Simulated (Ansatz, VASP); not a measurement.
## SnO2: VASP beside Ansatz

INCAR

```
SYSTEM = SnO2
ALGO     = Normal         ! electronic algorithm
EDIFF    = 1E-6           ! SCF threshold, eV
ENCUT    = 520            ! plane-wave cutoff, eV
GGA      = PE             ! functional
ISIF     = 2              ! what is computed and relaxed
ISMEAR   = 0              ! smearing method
IVDW     = 12             ! dispersion correction
LASPH    = .True.         ! aspherical terms in the spheres
LCHARG   = .True.         ! write CHGCAR
LELF     = .True.         ! ELF
LREAL    = .False.        ! projectors in reciprocal space
LVHAR    = .True.       
LWAVE    = .False.        ! write WAVECAR
NBANDS   = 35             ! bands
NELM     = 100            ! most SCF steps
PREC     = Accurate       ! precision mode
SIGMA    = 0.05           ! smearing width, eV
```

Contents of KPOINTS:

```
k-points
0
Gamma
  12 12 4
  0 0 0
```

File POSCAR:

```
SnO2
1.0
    3.2914593056      0.0000000000      0.0000000000
   -1.6457296528      2.8504873742      0.0000000000
    0.0000000000      0.0000000000     10.5913895093
Sn O
2 4
Direct
   -0.0389919738      0.0000000000      0.5000000000
    0.0389919738      0.0000000000      0.0000000000
    0.6271796222      0.3333333333      0.4017901351
    0.7061537111      0.3333333333      0.0982098649
    0.2938462889      0.6666666667      0.5982098649
    0.3728203778      0.6666666667      0.9017901351
```

Input for Ansatz:

```yaml
crystal:
  lattice:
    - [3.2914593056, 0.0, 0.0]
    - [-1.6457296528, 2.8504873742, 0.0]
    - [0.0, 0.0, 10.5913895093]
  atoms:
    - { symbol: Sn, position: [-0.0389919738, 0.0, 0.5] }
    - { symbol: Sn, position: [0.0389919738, 0.0, 0.0] }
    - { symbol: O, position: [0.6271796222, 0.3333333333, 0.4017901351] }
    - { symbol: O, position: [0.7061537111, 0.3333333333, 0.0982098649] }
    - { symbol: O, position: [0.2938462889, 0.6666666667, 0.5982098649] }
    - { symbol: O, position: [0.3728203778, 0.6666666667, 0.9017901351] }
basis:
  ecutwfc: 520.0
kpoints:
  mp_grid: { grid: [12, 12, 4] }
hamiltonian:
  xc: pbe
  dispersion: d3bj
scf:
  occupations: { method: gaussian, width: 0.05 }
output:
  forces: true
  stress: true
  eigenvalues: true
```

Change from the starting cell: mode 1 frozen in at -0.127 Å, equal normal strain along x, y and z +0.0250.

Alike in both runs: task single point; functional PBE; dispersion D3(BJ); k mesh 12 × 12 × 4; occupations gaussian, width 0.05 eV; no spin polarisation.

|  | VASP | Ansatz |
| --- | --- | --- |
| version | VASP 6.6.1 | Ansatz 0.2.0 |
| potentials or method | VASP PAW PBE potentials, release 64 (Sn_d, O), cutoff 520 eV | scalar-relativistic, plane waves, PAW |
| valence electrons in the cell | 52 | 52 |

Ansatz gave:

- gap on the k mesh at the Fermi level (eV): 1.67
- least direct gap on the mesh (eV): 1.94
- pressure (GPa): -8.5
- traceless stress, the component that is largest in VASP (GPa): 3.35
- rms of the force components (eV/Å): 0.336

Q: What did VASP give for the same quantities?

A: gap on the k mesh at the Fermi level (eV): 1.65; least direct gap on the mesh (eV): 1.92; pressure (GPa): -8.0; traceless stress, the component that is largest in VASP (GPa): 3.07; rms of the force components (eV/Å): 0.313.

Atom by atom the forces differ by 0.022 eV/Å (rms over components).
